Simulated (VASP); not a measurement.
# I (Fmmm) in VASP: notebook, part 2 of 2

VASP 6.6.1. Earlier steps stand in the parts before.

### 3 Single point, PBEsol

This run uses another cell than the first one, of 38.93 Å³/atom, 1.021 times its volume.

The input, INCAR:

```
SYSTEM = I
  ALGO = Normal
  EDIFF = 1E-6
  ENCUT = 520
  GGA = PS
  ISIF = 2
  ISMEAR = -1
  LASPH = .TRUE.
  LCHARG = .FALSE.
  LREAL = .FALSE.
  LWAVE = .FALSE.
  NBANDS = 10
  NELM = 80
  PREC = Accurate
  SIGMA = 0.05
```

The input, KPOINTS:

```
k-points
0
G
  9 9 9
  0 0 0
```

The input, POSCAR:

```
I
1.0
    0.0000000000      2.3336289500      3.8569979773
    2.1626168959      0.0000000000      3.8569979773
    2.1626168959      2.3336289500      0.0000000000
I
1
Direct
    0.0000000000      0.0000000000      0.0000000000
```

Potentials or basis: VASP PAW PBE potentials, release 64 (I).

The run is started by

```console
cat potpaw_PBE.64/I/POTCAR > POTCAR
mpirun -np 1 vasp_std > vasp.out
```

OUTCAR:

```text
SYSTEM = I
   EDIFF = 1E-6
   ENCUT = 520
   GGA = PS
   ISIF = 2
   ISMEAR = -1
   LASPH = .TRUE.
   LREAL = .FALSE.
   NELM = 80
   PREC = Accurate

 ion  position               nearest neighbor table
   1  0.000  0.000  0.000-

  LATTYP: Found a face centered orthorhombic cell.
 ALAT       =     4.3252337918
 B/A-ratio  =     1.0790764441
 C/A-ratio  =     1.7834864717

  Lattice vectors:

 A1 = (   0.0000000000,   2.3336289500,   3.8569979773)
 A2 = (   2.1626168959,   0.0000000000,   3.8569979773)
 A3 = (   2.1626168959,   2.3336289500,   0.0000000000)

Analysis of symmetry for initial positions (statically):
=====================================================================
 Subroutine PRICEL returns:
 Original cell was already a primitive cell.

 Routine SETGRP: Setting up the symmetry group for a
 face centered orthorhombic supercell.

 Subroutine GETGRP returns: Found  8 space group operations
 (whereof  8 operations were pure point group operations)
 out of a pool of  8 trial point group operations.

The static configuration has the point symmetry D_2h.

Analysis of symmetry for dynamics (positions and initial velocities):
=====================================================================
 Subroutine PRICEL returns:
 Original cell was already a primitive cell.

 Routine SETGRP: Setting up the symmetry group for a
 face centered orthorhombic supercell.

 Subroutine GETGRP returns: Found  8 space group operations
 (whereof  8 operations were pure point group operations)
 out of a pool of  8 trial point group operations.

The dynamic configuration has the point symmetry D_2h.

 Subroutine INISYM returns: Found  8 space group operations
 (whereof  8 operations are pure point group operations),
[... 107 lines left out ...]
   EMIN   =  10.00;   EMAX   =-10.00  energy-range for DOS
   EFERMI =   0.00;   METHOD = LEGACY
   ISMEAR =    -1;   SIGMA  =   0.05  broadening in eV -4-tet -1-fermi 0-gaus
   EFERMI_NEDOS =   21; number of points for ismear=-14 and -15
   IALGO  =     38    algorithm
   IMIX   =      4    mixing-type and parameters
     AMIX     =   0.40;   BMIX     =  1.00
     AMIX_MAG =   1.60;   BMIX_MAG =  1.00
  volume/ion in A,a.u.               =      38.93       262.72
  Fermi-wavevector in a.u.,A,eV,Ry     =   0.924011  1.746128 11.616610  0.853797
  Thomas-Fermi vector in A             =   2.049710
   LORBIT       =      0    0 simple, 1 ext, 2 COOP (PROOUT), +10 PAW based schemes
   GGA     = PS    functional components
   LHFCALC =     F    Hartree Fock is set to
   AEXX    =    0.0000 exact exchange contribution
   IVDW    =     0    specifies the selected vdW correction
   LEPSILON=     F    determine dielectric tensor
   LRPA    =     F    only Hartree local field effects (RPA)
 non-spin polarized calculation
  energy-cutoff  :      520.00
  volume of cell :       38.93
 maximum number of plane-waves:      1064
 NGX is ok and might be reduce to    36
   NGX = 17   NGY = 17   NGZ = 11

 number of electron       6.9999999 magnetization

 Free energy of the ion-electron system (eV)
  ---------------------------------------------------
  ext. energy  EPLUGINS =         0.00000000
  ---------------------------------------------------
  free energy    TOTEN  =        -1.66609895 eV

  energy without entropy =       -1.66149887  energy(sigma->0) =       -1.66379891

 E-fermi :   3.8616     XC(G=0):  -8.6202

 val. band max:        3.8565451952   @ k =  -0.2222   0.0000   0.1111
 cond. band min:       3.8985393810   @ k =  -0.1111   0.1111   0.1111
 fundamental gap:      0.0419941858
 Fermi energy:         3.8615947655

 k-point     1 :       0.0000    0.0000    0.0000
  band No.  band energies     occupation
      1     -10.3115      2.00000
      2       1.8092      2.00000
      3       4.7106      0.00000
      4       4.9909      0.00000
      5       8.1383      0.00000
      6      11.2736      0.00000
      7      12.0678      0.00000
      8      16.0064      0.00000
      9      16.1612      0.00000
     10      16.3128      0.00000
[... 287 lines left out ...]
 k-point    24 :       0.4444    0.4444    0.0000
  band No.  band energies     occupation
      1     -10.0382      2.00000
      2      -0.4709      2.00000
      3       4.4679      0.00001
      4       4.7689      0.00000
      5      10.7254      0.00000
      6      11.1028      0.00000
      7      14.2898      0.00000
      8      18.8491      0.00000
      9      18.9493      0.00000
     10      19.1348      0.00000

 [... further k-points ...]
[... 5 lines left out ...]
  --------------------------------------------------------------------------------------
  -------------------------------------------------------------------------------------
  Total       -0.0873376     -0.1051544     -0.0753533     -0.0000000      0.0000000      0.0000000
  in kB       -3.5943566     -4.3276014     -3.1011458     -0.0000000      0.0000000      0.0000000
  external PRESSURE =      -3.6743680 kB  Pullay stress =       0.0000000 kB

 VOLUME and BASIS-vectors are now :
 -----------------------------------------------------------------------------
  energy-cutoff  :      520.00
  volume of cell :       38.93
      direct lattice vectors                 reciprocal lattice vectors
     0.000000000  2.333628950  3.856997977    -0.231201375  0.214258569  0.129634499
     2.162616896  0.000000000  3.856997977     0.231201375 -0.214258569  0.129634499
     2.162616896  2.333628950  0.000000000     0.231201375  0.214258569 -0.129634499

 POSITION                                       TOTAL-FORCE (eV/Angst)
 -----------------------------------------------------------------------------------
      0.00000      0.00000      0.00000         0.000000      0.000000      0.000000
 -----------------------------------------------------------------------------------
    total drift:                                0.000000      0.000000     -0.000000

  FREE ENERGIE OF THE ION-ELECTRON SYSTEM (eV)
  ---------------------------------------------------
  free  energy   TOTEN  =        -1.6660989464 eV

  energy  without entropy=       -1.6614988668  energy(sigma->0) =       -1.66379891
```

stdout:

```text
POSCAR found type information on POSCAR I
 POSCAR found :  1 types and       1 ions
 scaLAPACK will be used
 -----------------------------------------------------------------------------
|                                                                             |
|                                                                             |
|     You enforced a specific xc type in the INCAR file but a different       |
|     I HOPE YOU KNOW WHAT YOU ARE DOING!                                     |
|                                                                             |
 -----------------------------------------------------------------------------

 LDA part: xc-table for (Slater+PW92), standard interpolation
 POSCAR, INCAR and KPOINTS ok, starting setup
 FFT: planning ... GRIDC
 FFT: planning ... GRID_SOFT
 FFT: planning ... GRID
 WAVECAR not read
 entering main loop
```

Run time: 22 s. Hardware: 1 thread of AMD EPYC 9R45 (Zen 5), shared host; peak memory 0.17 GiB.

What came out:

```yaml
Free_energy: -1.6661 eV
Pressure: -0.4 GPa
```

Levels at points of the mesh, in eV from the Fermi level:
| k point | band 2 | band 3 | band 4 | band 5 | band 6 | band 7 |
| --- | --- | --- | --- | --- | --- | --- |
| (0.00, 0.00, 0.00) | -2.05 | 0.85 | 1.13 | 4.28 | 7.41 | 8.21 |

Caveat: the PAW data sets were made with another functional, which shifts forces and pressure a little; spin-orbit coupling is left out, which moves the levels of the heavy elements; an odd number of electrons without spin polarisation forces a metal; a magnetic or distorted state may lie lower.

### 4 Single point, PBEsol

This run uses another cell than the first one, of 39.74 Å³/atom, 1.043 times its volume.

The input, INCAR:

```
PREC = Accurate
ENCUT = 520
EDIFF = 1E-7
ISMEAR = -1
SIGMA = 0.05
LREAL = F
LASPH = T
NELM = 60
ALGO = Normal
ISIF = 2
LWAVE = F
LCHARG = F
GGA = PS
NBANDS = 10
```

The input, KPOINTS:

```
Automatic mesh
0
Gamma
  9 9 9
```

The input, POSCAR:

```
I
1.0
    0.0000000000      2.3497234514      3.8835988039
    2.1775319666      0.0000000000      3.8835988039
    2.1775319666      2.3497234514      0.0000000000
I
1
Direct
    0.0000000000      0.0000000000      0.0000000000
```

The run is started by

```console
cat potpaw_PBE.64/I/POTCAR > POTCAR
mpirun -np 1 vasp_std > vasp.out
```

Wall time 28 s (1 thread of AMD EPYC 9R45 (Zen 5), shared host); peak memory 0.18 GiB.

Results (log left out):

```
Free energy : -1.6628 eV
Pressure    : -0.9 GPa
```

Stress tensor (GPa, compression positive):
```
-1.10  0.00  0.00
 0.00 -1.31  0.00
 0.00  0.00 -0.35
```

Levels at points of the mesh, in eV from the Fermi level:
```
           k point  band 1  band 2  band 3  band 4  band 5  band 6  band 7  band 8  band 9
(0.00, 0.00, 0.00)  -14.03   -1.99    0.82    1.09    4.33    7.44    8.16   12.12   12.30
```

Caveat: the PAW data sets were made with another functional, which shifts forces and pressure a little; spin-orbit coupling is left out, which moves the levels of the heavy elements; an odd number of electrons without spin polarisation forces a metal; a magnetic or distorted state may lie lower.

### 5 Single point, PBEsol

This run uses another cell than the first one, of 40.55 Å³/atom, 1.064 times its volume.

The input, INCAR:

```
  ALGO = Normal
  EDIFF = 1E-6
  ENCUT = 520
  GGA = PS
  ISIF = 2
  ISMEAR = -1
  LASPH = True
  LCHARG = False
  LREAL = False
  LWAVE = False
  NBANDS = 10
  NELM = 60
  PREC = Accurate
  SIGMA = 0.05
```

The input, KPOINTS:

```
k-points
0
Gamma
  9 9 9
```

The input, POSCAR:

```
I
1.0
    0.0000000000      2.3656004428      3.9098401324
    2.1922454667      0.0000000000      3.9098401324
    2.1922454667      2.3656004428      0.0000000000
I
1
Direct
    0.0000000000      0.0000000000      0.0000000000
```

The run is started by

```console
cat potpaw_PBE.64/I/POTCAR > POTCAR
mpirun -np 1 vasp_std > vasp.out
```

It took 23 s on 1 thread of AMD EPYC 9R45 (Zen 5), shared host; peak memory 0.17 GiB.

It converged, with:

| Property | Result |
| --- | --- |
| Free energy | -1.6569 eV |
| Pressure | -1.4 GPa |

Stress tensor (GPa, compression positive):
```
-1.75  0.00  0.00
 0.00 -2.09  0.00
 0.00  0.00 -0.37
```

Levels at points of the mesh, in eV from the Fermi level:
| k point | band 2 | band 3 | band 4 | band 5 | band 6 | band 7 |
| --- | --- | --- | --- | --- | --- | --- |
| (0.00, 0.00, 0.00) | -1.92 | 0.79 | 1.06 | 4.38 | 7.47 | 8.11 |

Caveat: the PAW data sets were made with another functional, which shifts forces and pressure a little; spin-orbit coupling is left out, which moves the levels of the heavy elements; an odd number of electrons without spin polarisation forces a metal; a magnetic or distorted state may lie lower.

### 6 Single point, PBEsol

This run uses another cell than the first one, of 40.55 Å³/atom, 1.064 times its volume.

The input, INCAR:

```
SYSTEM = I
ALGO = Normal
EDIFF = 1E-6
ENCUT = 520
GGA = PS
ISIF = 2
ISMEAR = -1
LASPH = .True.
LCHARG = .True.
LELF = .True.
LREAL = .False.
LVHAR = .True.
LWAVE = .False.
NBANDS = 10
NELM = 100
PREC = Accurate
SIGMA = 0.05
```

The input, KPOINTS:

```
k-points
0
Gamma
  9 9 9
  0 0 0
```

POSCAR is that of step 5.

Potentials or basis: VASP PAW PBE potentials, release 64 (I).

The run is started by

```console
cat potpaw_PBE.64/I/POTCAR > POTCAR
mpirun -np 1 vasp_std > vasp.out
```

It took 25 s on 1 thread of AMD EPYC 9R45 (Zen 5), shared host; peak memory 0.18 GiB.

It converged, with:

```
Free energy : -1.6569 eV
Pressure    : -1.4 GPa
```

Stress tensor (GPa, compression positive):
```
-1.75  0.00  0.00
 0.00 -2.09  0.00
 0.00  0.00 -0.37
```

Levels at points of the mesh, in eV from the Fermi level:
| k point | band 1 | band 2 | band 3 | band 4 | band 5 | band 6 | band 7 | band 8 | band 9 |
| --- | --- | --- | --- | --- | --- | --- | --- | --- | --- |
| (0.00, 0.00, 0.00) | -13.90 | -1.92 | 0.79 | 1.06 | 4.38 | 7.47 | 8.11 | 12.10 | 12.29 |

Caveat: the PAW data sets were made with another functional, which shifts forces and pressure a little; spin-orbit coupling is left out, which moves the levels of the heavy elements; an odd number of electrons without spin polarisation forces a metal; a magnetic or distorted state may lie lower.

### 7 Summary

```tsv
cell	gap on the mesh (eV)	pressure (GPa)
a = 4.476, b = 4.391, c = 3.159 Å, angles 70.6, 67.7, 41.7°, 1 atom	none	0.3
a = 4.508, b = 4.422, c = 3.182 Å, angles 70.6, 67.7, 41.7°, 1 atom	none	-0.4
a = 4.539, b = 4.452, c = 3.204 Å, angles 70.6, 67.7, 41.7°, 1 atom	none	-0.9
a = 4.570, b = 4.482, c = 3.225 Å, angles 70.6, 67.7, 41.7°, 1 atom	none	-1.4
```

Alike in all rows: task single point; level PBEsol; potentials or basis VASP PAW PBE potentials, release 64 (I); no spin polarisation; k mesh 9 × 9 × 9; cutoff (eV) 520; smearing fermi-dirac 0.05 eV.

Caveats: the PAW data sets were made with another functional, which shifts forces and pressure a little; spin-orbit coupling is left out, which moves the levels of the heavy elements; an odd number of electrons without spin polarisation forces a metal; a magnetic or distorted state may lie lower.

Total energies depend on the potentials used, so only differences within one code and one set of settings carry meaning.
